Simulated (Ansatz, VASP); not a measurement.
# Two plane-wave programs on Si

INCAR

```
SYSTEM = Si
PREC = Accurate
ENCUT = 520
EDIFF = 1E-6
ISMEAR = -1
SIGMA = 0.2
LREAL = .FALSE.
LASPH = .TRUE.
NELM = 60
ALGO = Normal
ISIF = 2
LWAVE = .FALSE.
LCHARG = .FALSE.
GGA = CA
NBANDS = 8
```

File KPOINTS:

```
Automatic mesh
0
G
  7 7 7
  0 0 0
```

File POSCAR:

```
Si
1.0
   -1.6453326518      1.6453326518      1.2926416679
    1.6453326518     -1.6453326518      1.2926416679
    1.6453326518      1.6453326518     -1.2926416679
Si
1
Direct
   -0.0184201353     -0.0208065019      0.0165419464
```

Input for Ansatz:

```yaml
crystal:
  lattice:
    - [-1.6453326518354834, 1.645332651835483, 1.2926416678801103]
    - [1.6453326518354834, -1.645332651835483, 1.2926416678801103]
    - [1.6453326518354834, 1.6453326518354832, -1.2926416678801103]
  atoms:
    - { symbol: Si, position: [-0.01842013533045345, -0.020806501902867897, 0.016541946408558498] }
basis:
  ecutwfc: 530.0
kpoints:
  mp_grid:
    grid: [7, 7, 7]
hamiltonian:
  xc: lda
scf:
  n_extra_bands: 2
  occupations:
    method: fermi_dirac
    width: 0.2
output:
  forces: true
  stress: true
```

Alike in both runs: task single point; functional LDA; k mesh 7 × 7 × 7; occupations fermi-dirac, width 0.2 eV; no spin polarisation.

```csv
,VASP,Ansatz
version,VASP 6.6.1,Ansatz 0.2.0
potentials or method,"VASP PAW LDA potentials, release 64 (Si), cutoff 520 eV","plane waves, PAW"
valence electrons in the cell,4,4
```

```csv
,VASP,Ansatz,Ansatz less VASP
gap on the k mesh at the Fermi level (eV),none,none,-
pressure (GPa),0.1,0.0,-0.07
"traceless stress, the component that is largest in VASP (GPa)",0.50,0.51,+0.004
```

LDA's correlation is that of Perdew and Zunger in VASP and of Perdew and Wang (1992) in Ansatz. A gap of «none» marks a metal or a gap that the smearing closes.

The k mesh is coarse, so the values compare programs but aren't converged.
